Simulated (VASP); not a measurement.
# Be (Fd-3m) in VASP: notebook

Be is run at these levels: PBEsol; tasks: single point, relaxation of cell and atoms.

Program: VASP 6.6.1. These are calculated values, not measurements. Logs are shortened: lines on timing, memory, paths and dates and some standing lists are left out, and cuts for length are marked.

### 1 The cell of the first run

Symmetry: Fd-3m, No. 227, cubic system. The conventional cell has a = 4.791 Å, b = 4.791 Å, c = 4.791 Å, α = 90.00°, β = 90.00°, γ = 90.00°. Within 2.7 Å of Be (site symmetry -43m) lie 4 Be at 2.07 Å.

### 2 Single point, PBEsol (volume scaled by 0.95)

The input, INCAR:

```
SYSTEM = Be
ALGO = Normal ; EDIFF = 1E-6
ENCUT = 600 ; GGA = PS
GGA_COMPAT = .False. ; ISIF = 2
ISMEAR = -1 ; LASPH = .True.
LCHARG = .False. ; LREAL = .False.
LWAVE = .False. ; NBANDS = 9
NELM = 120 ; PREC = Accurate
SIGMA = 0.05
```

The input, KPOINTS:

```
k-points
0
Gamma
  15 15 15
  0 0 0
```

The input, POSCAR:

```
Be
1.0
    0.0000000000      2.3955021812      2.3955021812
    2.3955021812      0.0000000000      2.3955021812
    2.3955021812      2.3955021812      0.0000000000
Be
2
Direct
   -0.1250000000     -0.1250000000     -0.1250000000
    0.1250000000      0.1250000000      0.1250000000
```

Potentials or basis: VASP PAW PBE potentials, release 64 (Be).

Command:

```bash
$ cat potpaw_PBE.64/Be/POTCAR > POTCAR
$ mpirun -np 1 vasp_std > vasp.out
```

OUTCAR:

```text
SYSTEM = Be
   EDIFF = 1E-6
   ENCUT = 600
   GGA = PS
   ISIF = 2
   ISMEAR = -1
   LASPH = .True.
   LREAL = .False.
   NELM = 120
   PREC = Accurate

 ion  position               nearest neighbor table
   1  0.875  0.875  0.875-   2 2.07   2 2.07   2 2.07   2 2.07
   2  0.125  0.125  0.125-   1 2.07   1 2.07   1 2.07   1 2.07

  LATTYP: Found a face centered cubic cell.
 ALAT       =     4.7910043624

  Lattice vectors:

 A1 = (   0.0000000000,   2.3955021812,   2.3955021812)
 A2 = (   2.3955021812,   0.0000000000,   2.3955021812)
 A3 = (   2.3955021812,   2.3955021812,   0.0000000000)

Analysis of symmetry for initial positions (statically):
=====================================================================
 Subroutine PRICEL returns:
 Original cell was already a primitive cell.

 Routine SETGRP: Setting up the symmetry group for a
 face centered cubic supercell.

 Subroutine GETGRP returns: Found 48 space group operations
 (whereof 12 operations were pure point group operations)
 out of a pool of 48 trial point group operations.

The static configuration has the point symmetry D_3d.
 The point group associated with its full space group is O_h .

Analysis of symmetry for dynamics (positions and initial velocities):
=====================================================================
 Subroutine PRICEL returns:
 Original cell was already a primitive cell.

 Routine SETGRP: Setting up the symmetry group for a
 face centered cubic supercell.

 Subroutine GETGRP returns: Found 48 space group operations
 (whereof 12 operations were pure point group operations)
 out of a pool of 48 trial point group operations.

The dynamic configuration has the point symmetry D_3d.
 The point group associated with its full space group is O_h .

 Subroutine INISYM returns: Found 48 space group operations
 (whereof 12 operations are pure point group operations),
 and found     1 'primitive' translations

----------------------------------------------------------------------------------------

                                     Primitive cell

  volume of cell :      27.4928

  direct lattice vectors                    reciprocal lattice vectors
     0.000000000  2.395502181  2.395502181    -0.208724502  0.208724502  0.208724502
     2.395502181  0.000000000  2.395502181     0.208724502 -0.208724502  0.208724502
     2.395502181  2.395502181  0.000000000     0.208724502  0.208724502 -0.208724502

  length of vectors
     3.387751673  3.387751673  3.387751673     0.361521442  0.361521442  0.361521442

[... 85 lines left out ...]
   NFREE  =      0    steps in history (QN), initial steepest desc. (CG)
   ISIF   =      2    stress and relaxation
   ISYM   =      2    0-nonsym 1-usesym 2-fastsym
   POTIM  = 0.5000    time-step for ionic-motion
   TEBEG  =    0.0;   TEEND  =   0.0 temperature during run
   PSTRESS=    0.0 pullay stress
   NELECT =       4.0000    total number of electrons
   NUPDOWN=      -1.0000    fix difference up-down
   EMIN   =  10.00;   EMAX   =-10.00  energy-range for DOS
   EFERMI =   0.00;   METHOD = LEGACY
   ISMEAR =    -1;   SIGMA  =   0.05  broadening in eV -4-tet -1-fermi 0-gaus
   EFERMI_NEDOS =   21; number of points for ismear=-14 and -15
   IALGO  =     38    algorithm
   IMIX   =      4    mixing-type and parameters
     AMIX     =   0.40;   BMIX     =  1.00
     AMIX_MAG =   1.60;   BMIX_MAG =  1.00
  volume/ion in A,a.u.               =      13.75        92.77
  Fermi-wavevector in a.u.,A,eV,Ry     =   0.861037  1.627123 10.087141  0.741384
  Thomas-Fermi vector in A             =   1.978630
   LORBIT       =      0    0 simple, 1 ext, 2 COOP (PROOUT), +10 PAW based schemes
   GGA     = PS    functional components
   LHFCALC =     F    Hartree Fock is set to
   AEXX    =    0.0000 exact exchange contribution
   IVDW    =     0    specifies the selected vdW correction
   LEPSILON=     F    determine dielectric tensor
   LRPA    =     F    only Hartree local field effects (RPA)
 non-spin polarized calculation
  energy-cutoff  :      600.00
  volume of cell :       27.49
 maximum number of plane-waves:       941
   NGX = 13   NGY = 13   NGZ = 13

 number of electron       4.0000000 magnetization

 Free energy of the ion-electron system (eV)
  ---------------------------------------------------
  ext. energy  EPLUGINS =         0.00000000
  ---------------------------------------------------
  free energy    TOTEN  =        -4.61097973 eV

  energy without entropy =       -4.60367852  energy(sigma->0) =       -4.60732913

 E-fermi :   2.1451     XC(G=0):  -8.7836

 val. band max:        2.1158195571   @ k =  -0.3333   0.3333   0.1333
 cond. band min:       2.1951866461   @ k =  -0.2667   0.0667   0.0000
 fundamental gap:      0.0793670890
 Fermi energy:         2.1451264284

 k-point     1 :       0.0000    0.0000    0.0000
  band No.  band energies     occupation
      1      -5.4386      2.00000
      2       7.1469      0.00000
      3       7.1469      0.00000
      4       7.1469      0.00000
      5       9.7150      0.00000
      6       9.7150      0.00000
      7       9.7150      0.00000
      8      16.9872      0.00000
      9      17.1440      0.00000
[... 265 lines left out ...]
 k-point    24 :       0.2000    0.1333    0.0000
  band No.  band energies     occupation
      1      -4.8136      2.00000
      2       4.8245      0.00000
      3       5.2765      0.00000
      4       6.1755      0.00000
      5       9.5098      0.00000
      6      12.1941      0.00000
      7      12.2217      0.00000
      8      13.2608      0.00000
      9      18.1776      0.00000

 [... further k-points ...]

------------------------ aborting loop because EDIFF is reached ----------------------------------------

  FORCE on cell =-STRESS in cart. coord.  units (eV):
  Direction    XX          YY          ZZ          XY          YZ          ZX
  --------------------------------------------------------------------------------------
  -------------------------------------------------------------------------------------
  Total        0.4595462      0.4595462      0.4595462     -0.0000000      0.0000000      0.0000000
  in kB       26.7805818     26.7805818     26.7805818     -0.0000000      0.0000000      0.0000000
  external PRESSURE =      26.7805818 kB  Pullay stress =       0.0000000 kB

 VOLUME and BASIS-vectors are now :
 -----------------------------------------------------------------------------
  energy-cutoff  :      600.00
  volume of cell :       27.49
      direct lattice vectors                 reciprocal lattice vectors
     0.000000000  2.395502181  2.395502181    -0.208724502  0.208724502  0.208724502
     2.395502181  0.000000000  2.395502181     0.208724502 -0.208724502  0.208724502
     2.395502181  2.395502181  0.000000000     0.208724502  0.208724502 -0.208724502

 POSITION                                       TOTAL-FORCE (eV/Angst)
 -----------------------------------------------------------------------------------
      4.19213      4.19213      4.19213         0.000000     -0.000000     -0.000000
      0.59888      0.59888      0.59888        -0.000000      0.000000      0.000000
 -----------------------------------------------------------------------------------
    total drift:                               -0.000000     -0.000000     -0.000000

  FREE ENERGIE OF THE ION-ELECTRON SYSTEM (eV)
  ---------------------------------------------------
  free  energy   TOTEN  =        -4.6109797313 eV

  energy  without entropy=       -4.6036785218  energy(sigma->0) =       -4.60732913
```

OSZICAR:

```text
N       E                     dE             d eps       ncg     rms          rms(c)
DAV:   1    -0.713999496277E+00   -0.71400E+00   -0.15572E+03  2160   0.380E+02
DAV:   2    -0.457873411063E+01   -0.38647E+01   -0.37249E+01  3174   0.421E+01
DAV:   3    -0.463685966500E+01   -0.58126E-01   -0.57868E-01  2716   0.394E+00
DAV:   4    -0.463696759621E+01   -0.10793E-03   -0.10792E-03  3035   0.185E-01
DAV:   5    -0.463696766921E+01   -0.72993E-07   -0.72842E-07  2738   0.373E-03    0.860E-01
DAV:   6    -0.461915735704E+01    0.17810E-01   -0.52389E-03  2988   0.440E-01    0.517E-01
DAV:   7    -0.461098173853E+01    0.81756E-02   -0.91745E-03  3091   0.531E-01    0.197E-02
DAV:   8    -0.461098115259E+01    0.58594E-06   -0.61052E-05  2522   0.502E-02    0.558E-03
DAV:   9    -0.461097964859E+01    0.15040E-05   -0.21396E-06  2615   0.121E-02    0.134E-03
DAV:  10    -0.461097973129E+01   -0.82704E-07   -0.35307E-08  1412   0.151E-03
   1 F= -.46109797E+01 E0= -.46073291E+01  d E =-.730121E-02
```

Run time: 36 s. Hardware: 1 thread of Intel Xeon 8259CL, shared host; peak memory 0.17 GiB.

Results:

```
Free energy            : -4.6110 eV
Pressure               : 2.7 GPa
Band gap on the k mesh : zero (band 2 reaches 7.15 eV, above the bottom of band 3 at 0.53 eV)
```

Caveat: the cell differs from its parent crystal (volume scaled by 0.95); the PAW data sets were made with another functional, which shifts forces and pressure a little.

### 3 Single point, PBEsol

This run uses another cell than the first one, of 14.47 Å³/atom, 1.053 times its volume.

The input, INCAR:

```
SYSTEM = Be
PREC     = Accurate       ! precision mode
ENCUT    = 600            ! plane-wave cutoff, eV
EDIFF    = 1E-6           ! SCF threshold, eV
ISMEAR   = -1             ! smearing method
SIGMA    = 0.05           ! smearing width, eV
LREAL    = .FALSE.        ! projectors in reciprocal space
LASPH    = .TRUE.         ! aspherical terms in the spheres
NELM     = 120            ! most SCF steps
ALGO     = Normal         ! electronic algorithm
ISIF     = 2              ! what is computed and relaxed
LWAVE    = .FALSE.        ! write WAVECAR
LCHARG   = .TRUE.         ! write CHGCAR
GGA      = PS             ! functional
LELF     = .TRUE.         ! ELF
LVHAR    = .TRUE.       
NBANDS   = 9              ! bands
GGA_COMPAT= .FALSE.
```

The input, KPOINTS:

```
Automatic mesh
0
G
  15 15 15
  0 0 0
```

The input, POSCAR:

```
Be
1.0
    0.0000000000      2.4368120610      2.4368120610
    2.4368120610      0.0000000000      2.4368120610
    2.4368120610      2.4368120610      0.0000000000
Be
2
Direct
   -0.1250000000     -0.1250000000     -0.1250000000
    0.1250000000      0.1250000000      0.1250000000
```

Potentials or basis: VASP PAW PBE potentials, release 64 (Be).

Command:

```bash
$ cat potpaw_PBE.64/Be/POTCAR > POTCAR
$ mpirun -np 1 vasp_std > vasp.out
```

OUTCAR:

```text
SYSTEM = Be
   PREC = Accurate
   ENCUT = 600
   EDIFF = 1E-6
   ISMEAR = -1
   LREAL = .FALSE.
   LASPH = .TRUE.
   NELM = 120
   ISIF = 2
   GGA = PS

 ion  position               nearest neighbor table
   1  0.875  0.875  0.875-   2 2.11   2 2.11   2 2.11   2 2.11
   2  0.125  0.125  0.125-   1 2.11   1 2.11   1 2.11   1 2.11

  LATTYP: Found a face centered cubic cell.
 ALAT       =     4.8736241220

  Lattice vectors:

 A1 = (   0.0000000000,   2.4368120610,   2.4368120610)
 A2 = (   2.4368120610,   0.0000000000,   2.4368120610)
 A3 = (   2.4368120610,   2.4368120610,   0.0000000000)

Analysis of symmetry for initial positions (statically):
=====================================================================
 Subroutine PRICEL returns:
 Original cell was already a primitive cell.

 Routine SETGRP: Setting up the symmetry group for a
 face centered cubic supercell.

 Subroutine GETGRP returns: Found 48 space group operations
 (whereof 12 operations were pure point group operations)
 out of a pool of 48 trial point group operations.

The static configuration has the point symmetry D_3d.
[... 167 lines left out ...]
 Fermi energy:         1.8738880338

 k-point     1 :       0.0000    0.0000    0.0000
  band No.  band energies     occupation
      1      -5.5019      2.00000
      2       6.6949      0.00000
      3       6.6949      0.00000
      4       6.6949      0.00000
      5       9.2136      0.00000
      6       9.2136      0.00000
      7       9.2136      0.00000
      8      16.0434      0.00000
      9      16.3037      0.00000
[... 265 lines left out ...]
 k-point    24 :       0.2000    0.1333    0.0000
  band No.  band energies     occupation
      1      -4.8947      2.00000
      2       4.4660      0.00000
      3       4.9115      0.00000
      4       5.7400      0.00000
      5       8.9938      0.00000
      6      11.5806      0.00000
      7      11.6045      0.00000
      8      12.6929      0.00000
      9      17.3445      0.00000

 [... further k-points ...]

------------------------ aborting loop because EDIFF is reached ----------------------------------------

  FORCE on cell =-STRESS in cart. coord.  units (eV):
  Direction    XX          YY          ZZ          XY          YZ          ZX
  --------------------------------------------------------------------------------------
  -------------------------------------------------------------------------------------
  Total        0.0215559      0.0215559      0.0215559      0.0000000      0.0000000      0.0000000
  in kB        1.1933867      1.1933867      1.1933867      0.0000000      0.0000000      0.0000000
  external PRESSURE =       1.1933867 kB  Pullay stress =       0.0000000 kB

 VOLUME and BASIS-vectors are now :
 -----------------------------------------------------------------------------
  energy-cutoff  :      600.00
  volume of cell :       28.94
      direct lattice vectors                 reciprocal lattice vectors
     0.000000000  2.436812061  2.436812061    -0.205186115  0.205186115  0.205186115
     2.436812061  0.000000000  2.436812061     0.205186115 -0.205186115  0.205186115
     2.436812061  2.436812061  0.000000000     0.205186115  0.205186115 -0.205186115

 POSITION                                       TOTAL-FORCE (eV/Angst)
 -----------------------------------------------------------------------------------
      4.26442      4.26442      4.26442         0.000000      0.000000      0.000000
      0.60920      0.60920      0.60920        -0.000000     -0.000000     -0.000000
 -----------------------------------------------------------------------------------
    total drift:                               -0.000000     -0.000000     -0.000000

  FREE ENERGIE OF THE ION-ELECTRON SYSTEM (eV)
  ---------------------------------------------------
  free  energy   TOTEN  =        -4.6231803613 eV

  energy  without entropy=       -4.6157875865  energy(sigma->0) =       -4.61948397
```

OSZICAR:

```text
N       E                     dE             d eps       ncg     rms          rms(c)
DAV:   1    -0.578839429376E+00   -0.57884E+00   -0.15763E+03  2160   0.380E+02
DAV:   2    -0.457745481661E+01   -0.39986E+01   -0.38219E+01  3149   0.426E+01
DAV:   3    -0.464413030512E+01   -0.66675E-01   -0.66257E-01  2646   0.420E+00
DAV:   4    -0.464429293601E+01   -0.16263E-03   -0.16261E-03  3164   0.213E-01
DAV:   5    -0.464429301603E+01   -0.80013E-07   -0.80132E-07  2647   0.386E-03    0.808E-01
DAV:   6    -0.462987598731E+01    0.14417E-01   -0.40634E-03  2995   0.373E-01    0.487E-01
DAV:   7    -0.462318105326E+01    0.66949E-02   -0.73707E-03  3087   0.460E-01    0.173E-02
DAV:   8    -0.462318128482E+01   -0.23156E-06   -0.54600E-05  2486   0.470E-02    0.524E-03
DAV:   9    -0.462318027611E+01    0.10087E-05   -0.17382E-06  2647   0.111E-02    0.117E-03
DAV:  10    -0.462318036127E+01   -0.85164E-07   -0.32305E-08  1391   0.146E-03
   1 F= -.46231804E+01 E0= -.46194840E+01  d E =-.739277E-02
```

It took 39 s on 1 thread of Intel Xeon 8259CL, shared host; peak memory 0.17 GiB.

What came out:

```yaml
Free_energy: -4.6232 eV
Pressure: 0.1 GPa
Band_gap_on_the_k_mesh: zero (band 2 reaches 6.69 eV, above the bottom of band 3 at 0.36 eV)
```

Levels at points of the mesh, in eV from the Fermi level:
| k point | band 1 | band 2 | band 3 | band 4 | band 5 |
| --- | --- | --- | --- | --- | --- |
| (0.00, 0.00, 0.00) | -7.38 | 4.82 | 4.82 | 4.82 | 7.34 |

Caveat: the PAW data sets were made with another functional, which shifts forces and pressure a little.

### 4 Single point, PBEsol

This run uses another cell than the first one, of 14.47 Å³/atom, 1.053 times its volume.

The input, INCAR:

```
PREC = Accurate ; ENCUT = 600
EDIFF = 1E-6 ; ISMEAR = -1
SIGMA = 0.05 ; LREAL = F
LASPH = T ; NELM = 120
ALGO = Normal ; ISIF = 2
LWAVE = F ; LCHARG = F
GGA = PS ; NBANDS = 9
GGA_COMPAT = F
```

The input, KPOINTS:

```
Automatic mesh
0
Gamma
  15 15 15
```

POSCAR is that of step 3.

Command:

```bash
$ cat potpaw_PBE.64/Be/POTCAR > POTCAR
$ mpirun -np 1 vasp_std > vasp.out
```

Wall time 40 s (1 thread of Intel Xeon 8259CL, shared host); peak memory 0.17 GiB.

The run converged. Its results:

| Property | Result |
| --- | --- |
| Free energy | -4.6232 eV |
| Pressure | 0.1 GPa |
| Band gap on the k mesh | zero (band 2 reaches 6.69 eV, above the bottom of band 3 at 0.36 eV) |

Levels at points of the mesh, in eV from the Fermi level:
```csv
k point,band 1,band 2,band 3,band 4,band 5
"(0.00, 0.00, 0.00)",-7.38,4.82,4.82,4.82,7.34
```

Caveat: the PAW data sets were made with another functional, which shifts forces and pressure a little.

(Continued in part 2 of 2.)
